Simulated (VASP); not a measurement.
Here is a VASP 6.6.1 calculation.

The input INCAR:

```
PREC = Accurate ; ENCUT = 600
EDIFF = 1E-7 ; ISMEAR = -1
SIGMA = 0.15 ; LREAL = F
LASPH = T ; NELM = 80
ALGO = Normal ; ISIF = 3
LWAVE = F ; LCHARG = F
GGA = PE ; IBRION = 2
NSW = 80 ; EDIFFG = -0.001
```

The input KPOINTS:

```
regular mesh
0
Gamma
  18 18 18
```

POSCAR

```
Al
1.0
    0.0000000000      2.0208639496      2.0208639496
    2.0208639496      0.0000000000      2.0208639496
    2.0208639496      2.0208639496      0.0000000000
Al
1
Direct
    0.0000000000      0.0000000000      0.0000000000
```

Potentials or basis: VASP PAW PBE potentials, release 64 (Al).

Command:

```console
$ cat potpaw_PBE.64/Al/POTCAR > POTCAR
$ mpirun -np 1 vasp_std > vasp.out
```

(1) What does it give for the relaxed volume?

(2) What does it give for the space group after relaxing (to 0.05 Å)?

(3) What does it give for the relaxed cell?

## Answers

(1) 16.50 Å³/atom.

(2) Fm-3m (No. 225).

(3) a = 2.858 Å, b = 2.858 Å, c = 2.858 Å, α = 60.00°, β = 60.00°, γ = 60.00°.
